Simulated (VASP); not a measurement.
Input of a VASP 6.6.1 run:

Contents of INCAR:

```
PREC = Accurate
ENCUT = 520
EDIFF = 1E-6
ISMEAR = 0
SIGMA = 0.1
LREAL = False
LASPH = True
NELM = 60
ALGO = Fast
ISIF = 2
LWAVE = False
LCHARG = True
GGA = PS
LELF = True
LVHAR = True
NBANDS = 24
```

File KPOINTS:

```
regular mesh
0
Gamma
  4 4 4
```

The input POSCAR:

```
Al3Cu2
1.0
    4.0472680556      0.0074024528      0.0200421321
   -2.0172233156      3.4831102312     -0.0120505430
    0.0244543287     -0.0028593368      4.9807017204
Al Cu
3 2
Direct
   -0.0008572511     -0.0022964813     -0.0037870460
    0.3239394096      0.6152035583      0.3246428018
    0.6361111384      0.3216370404      0.6524015193
    0.2936928577      0.6558659016      0.8549848793
    0.6488481480      0.2910866889      0.1295631523
```

Potentials or basis: VASP PAW PBE potentials, release 64 (Al, Cu).

The run is started by

```console
$ cat potpaw_PBE.64/Al/POTCAR potpaw_PBE.64/Cu/POTCAR > POTCAR
$ mpirun -np 1 vasp_std > vasp.out
```

Q: Estimate the pressure.

A: 7.4 GPa.

Q: What does it give for the band gap on the k mesh?

A: Zero (an odd number of electrons rules out a gap without spin polarisation).

Q: Predict the largest force.

A: 1.627 eV/Å.

Stress tensor (GPa, compression positive):
```
 9.21 -3.17 -0.49
-3.17  5.05  0.49
-0.49  0.49  7.84
```

Caveat: the k points lie up to 0.45 Å⁻¹ apart, too coarse for converged energies and pressures of a metal; the PAW data sets were made with another functional, which shifts forces and pressure a little.
